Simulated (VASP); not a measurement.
Runs of VASP 6.6.1 on Bi2Te3. The structure is that of space group R-3m (No. 166), or close to it. The cells are those of the table. 

```tsv
task	cell	gap on the mesh (eV)	pressure (GPa)	largest force (eV/Å)
single point	a = 10.378 Å, angles 24.4°, 5 atoms	0.24	2.5	0.06
single point	a = 10.181 Å, angles 24.9°, 5 atoms	0.17	3.8	0.23
electric field gradients	a = 10.489 Å, angles 24.6°, 5 atoms	(a)	-0.1	(b)
single point	a = 10.674 Å, angles 23.7°, 5 atoms	0.35	0.8	0.20
electric field gradients	a = 10.674 Å, angles 23.7°, 5 atoms	0.35	0.8	0.20
```

Alike in all rows: level PBE; potentials or basis VASP PAW PBE potentials, release 64 (Bi_d, Te); no spin polarisation; k mesh 7 × 7 × 7; cutoff (eV) 520; smearing fermi-dirac 0.08 eV.

Question: Fill in the values left out.

Answer: (a) 0.25; (b) 0.22.

Caveats: spin-orbit coupling is left out, which moves the levels of the heavy elements.

A k mesh can miss the band edges, and the runs leave out spin-orbit coupling on Bi, Te.
